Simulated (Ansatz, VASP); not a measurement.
**HfMg3: VASP beside Ansatz**

INCAR

```
  ALGO = Fast
  EDIFF = 1E-7
  ENCUT = 520
  ISIF = 2
  ISMEAR = 0
  LASPH = True
  LCHARG = False
  LREAL = False
  LWAVE = False
  NBANDS = 16
  NELM = 60
  PREC = Accurate
  SIGMA = 0.05
```

The input KPOINTS:

```
k-points
0
Gamma
  8 8 8
```

File POSCAR:

```
HfMg3
1.0
    4.4351854621      0.0000000000      0.0000000000
    0.0000000000      4.4351854621      0.0000000000
    0.0000000000      0.0000000000      4.4351854621
Hf Mg
1 3
Direct
    0.0000000000      0.0000000000      0.0000000000
    0.0000000000      0.5000000000      0.5000000000
    0.5000000000      0.5000000000      0.0000000000
    0.5000000000      0.0000000000      0.5000000000
```

Input for Ansatz:

```yaml
crystal:
  lattice:
    - [4.4351854621, 0.0, 0.0]
    - [0.0, 4.4351854621, 0.0]
    - [0.0, 0.0, 4.4351854621]
  atoms:
    - { symbol: Hf, position: [0.0, 0.0, 0.0] }
    - { symbol: Mg, position: [0.0, 0.5, 0.5] }
    - { symbol: Mg, position: [0.5, 0.5, 0.0] }
    - { symbol: Mg, position: [0.5, 0.0, 0.5] }
basis:
  ecutwfc: 420
  ecutrho_ratio: 4
kpoints:
  mp_grid: { grid: [8, 8, 8] }
hamiltonian:
  xc: lda
scf:
  occupations: { method: gaussian, width: 0.05 }
output:
  forces: true
  stress: true
  eigenvalues: true
  populations: true
```

Alike in both runs: task single point; functional LDA; k mesh 8 × 8 × 8; occupations gaussian, width 0.05 eV; no spin polarisation.

|  | VASP | Ansatz |
| --- | --- | --- |
| version | VASP 6.6.1 | Ansatz 0.2.0 |
| potentials or method | VASP PAW LDA potentials, release 64 (Hf_pv, Mg), cutoff 520 eV | scalar-relativistic, plane waves, PAW |
| valence electrons in the cell | 16 | 56 |

VASP gave:

* gap on the k mesh at the Fermi level (eV): none
* pressure (GPa): -3.9

**Question.** Which values does Ansatz return?

**Answer.** gap on the k mesh at the Fermi level (eV): none; pressure (GPa): -3.7.

LDA's correlation is that of Perdew and Zunger in VASP and of Perdew and Wang (1992) in Ansatz. A gap of «none» marks a metal or a gap that the smearing closes. VASP's potentials hold 16 valence electrons a cell and Ansatz's 56, so a difference there can come from the potentials and not from the codes.

Neither program's run includes spin-orbit coupling.
